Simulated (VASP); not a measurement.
## NaI: single point with r2SCAN

The system is NaI.

```
Na I
1.0
     0.00000    3.17772    3.17772
     3.17772    0.00000    3.17772
     3.17772    3.17772    0.00000
Na I
1 1
Direct
  0.00000 0.00000 0.00000
  0.50000 0.50000 0.50000
```

This cell differs from its parent crystal: strain -1.6%.

```json
{"Program": "VASP 6.6.1", "Task": "single point", "Functional": "r2SCAN", "Potentials or basis": "VASP PAW PBE potentials, release 64 (Na_pv, I)", "Cutoff": "520 eV", "k mesh": "8 × 8 × 8", "Occupations": "gaussian, width 0.01 eV", "Spin": "no spin polarisation"}
```

```yaml
Pressure: 0.8 GPa
Band_gap_on_the_k_mesh: 4.62 eV
```

Levels at points of the mesh, in eV from the valence-band top:
```
           k point  band 3  band 4  band 5  band 6  band 7  band 8  band 9  band 10  band 11  band 12
(0.00, 0.00, 0.00)  -23.20  -11.50    0.00    0.00    0.00    4.62    8.47     8.47     8.47    10.41
(0.50, 0.00, 0.00)  -23.20  -11.11   -2.39   -0.33   -0.33    5.71    8.11     8.11    10.21    11.21
(0.50, 0.50, 0.00)  -23.20  -11.01   -2.12   -0.84   -0.84    5.26    5.92    11.11    12.35    12.65
```

It took 49 s on 1 thread of Intel(R) Xeon(R) 6975P-C (Granite Rapids) (shared host), peak memory 0.22 GiB.

Caveat: the cell differs from its parent crystal (strain -1.6%); the PAW data sets were made with another functional, which shifts forces and pressure a little; spin-orbit coupling is left out, which moves the levels of the heavy elements.
